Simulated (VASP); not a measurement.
Set up this calculation in VASP 6.6.1, as the native input.

```
Task                   : single point
Functional             : PBEsol
Potentials or basis    : VASP PAW PBE potentials, release 64 (Al)
Cutoff                 : 520 eV
k mesh                 : 18 × 18 × 18
Occupations            : gaussian, width 0.1 eV
Spin                   : no spin polarisation
Dipole correction      : no
Further INCAR settings : ALGO = Normal; EDIFF = 1e-06; NBANDS = 8
```

The structure of Al lies in POSCAR:

```
Al
1.0
    0.0000000000      1.9646773860      1.9646773860
    1.9646773860      0.0000000000      1.9646773860
    1.9646773860      1.9646773860      0.0000000000
Al
1
Direct
    0.0000000000      0.0000000000      0.0000000000
```

This cell differs from its parent crystal: strained.

These files were run (other wordings do the same):

INCAR

```
SYSTEM = Al
ALGO = Normal ; EDIFF = 1E-6
ENCUT = 520 ; GGA = PS
ISIF = 2 ; ISMEAR = 0
LASPH = .True. ; LCHARG = .True.
LELF = .True. ; LREAL = .False.
LVHAR = .True. ; LWAVE = .False.
NBANDS = 8 ; NELM = 80
PREC = Accurate ; SIGMA = 0.1
```

KPOINTS

```
k-points
0
Gamma
  18 18 18
  0 0 0
```

Potentials or basis: VASP PAW PBE potentials, release 64 (Al).

Run with:

```console
$ cat potpaw_PBE.64/Al/POTCAR > POTCAR
$ mpirun -np 1 vasp_std > vasp.out
```

Results of the run:

```yaml
Pressure: 6.2 GPa
Band_gap_on_the_k_mesh: zero (an odd number of electrons rules out a gap without spin polarisation)
```

Caveat: the cell differs from its parent crystal (strained); the cell stands under pressure; the PAW data sets were made with another functional, which shifts forces and pressure a little.

Wall time 15 s on 1 thread of Intel(R) Xeon(R) Platinum 8259CL CPU @ 2.50GHz (Skylake/Cascade Lake), on a shared host, peak memory 0.14 GiB.
